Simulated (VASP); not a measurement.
Wanted: the native input for a VASP 6.6.1 run.

* Task: single point
* Functional: PBE
* Dispersion: D3(BJ)
* Potentials or basis: VASP PAW PBE potentials, release 64 (Al)
* Cutoff: 520 eV
* k mesh: 18 × 18 × 4
* Occupations: gaussian, width 0.15 eV
* Spin: no spin polarisation
* Dipole correction: no
* Further INCAR settings: ALGO = Fast; EDIFF = 1e-06; NBANDS = 14

The structure of Al lies in POSCAR:

```
Al
1.0
    2.6962000000      0.0000000000      0.0000000000
   -1.3481000000      2.3349776937      0.0000000000
    0.0000000000      0.0000000000      7.2450000000
Al
4
Direct
    0.0000000000      0.0000000000      0.0000000000
    0.3333333333      0.6666666667      0.2500000000
    0.0000000000      0.0000000000      0.5000000000
    0.6666666667      0.3333333333      0.7500000000
```

This isn't the form of Al at room conditions, which is fcc.

The input as run:

INCAR

```
SYSTEM = Al
  ALGO = Fast
  EDIFF = 1E-6
  ENCUT = 520
  GGA = PE
  ISIF = 2
  ISMEAR = 0
  IVDW = 12
  LASPH = .True.
  LCHARG = .False.
  LREAL = .False.
  LWAVE = .False.
  NBANDS = 14
  NELM = 60
  PREC = Accurate
  SIGMA = 0.15
```

KPOINTS

```
k-points
0
Gamma
  18 18 4
  0 0 0
```

Potentials or basis: VASP PAW PBE potentials, release 64 (Al).

The run is started by

```sh
$ cat potpaw_PBE.64/Al/POTCAR > POTCAR
$ mpirun -np 1 vasp_std > vasp.out
```

It gave:

```json
{
 "Pressure": "65.6 GPa",
 "Band gap on the k mesh": "zero (bands 6 and 7 overlap by 10.98 eV)",
 "Dispersion energy per atom": "-0.494 eV"
}
```

Caveat: the stress differs along the axes, from 48 to 100 GPa.

Wall time 91 s on 1 thread of Intel Xeon 8259CL, on a shared host, peak memory 0.19 GiB.
